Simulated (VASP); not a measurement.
Crystal: TaSi2.

```
Ta Si
1.0
     4.78000    0.00000    0.00000
    -2.39000    4.13960    0.00000
     0.00000    0.00000    6.56400
Ta Si
3 6
Direct
  0.50000 0.00000 0.50000
  0.50000 0.50000 0.83333
  0.00000 0.50000 0.16667
  0.16665 0.33330 0.50000
  0.83335 0.16665 0.83333
  0.66670 0.83335 0.16667
  0.83335 0.66670 0.50000
  0.16665 0.83335 0.83333
  0.33330 0.16665 0.16667
```

| Property | Result |
| --- | --- |
| Program | VASP 6.6.1 |
| Task | relaxation of cell and atoms |
| Functional | r2SCAN |
| Potentials or basis | VASP PAW PBE potentials, release 64 (Ta_pv, Si) |
| Cutoff | 600 eV |
| k mesh | 8 × 8 × 5 |
| Occupations | fermi-dirac, width 0.1 eV |
| Spin | no spin polarisation |

At the start: pressure 0.5 GPa; volume 14.43 Å³/atom.

Q: How do energy, volume and symmetry change on relaxing?

A: Over 7 steps the energy falls by 19.7 meV/atom; space group P6_222 (No. 180, to 0.1 Å) before and after.

The path:
```csv
step,energy change (eV),largest force (eV/Å),pressure (GPa),volume (Å³)
1,0.0000,0.8415,0.50,129.88
2,-0.1407,0.3361,-1.40,130.74
3,-0.1550,0.1047,-2.06,131.10
4,-0.1430,0.1691,3.74,127.64
5,-0.1759,0.0105,0.42,129.54
6,-0.1771,0.0045,-0.27,130.10
7,-0.1777,0.0010,-0.02,129.90
```

Final structure:
```
CELL_PARAMETERS angstrom
4.78225 0.00000 0.00000
-2.39113 4.14155 0.00000
0.00000 0.00000 6.55855
ATOMIC_POSITIONS crystal
Ta 0.50000 0.00000 0.50000
Ta 0.50000 0.50000 0.83333
Ta 0.00000 0.50000 0.16667
Si 0.15840 0.31679 0.50000
Si 0.84160 0.15840 0.83333
Si 0.68321 0.84160 0.16667
Si 0.84160 0.68321 0.50000
Si 0.15840 0.84160 0.83333
Si 0.31679 0.15840 0.16667
```

Caveat: the PAW data sets were made with another functional, which shifts forces and pressure a little.
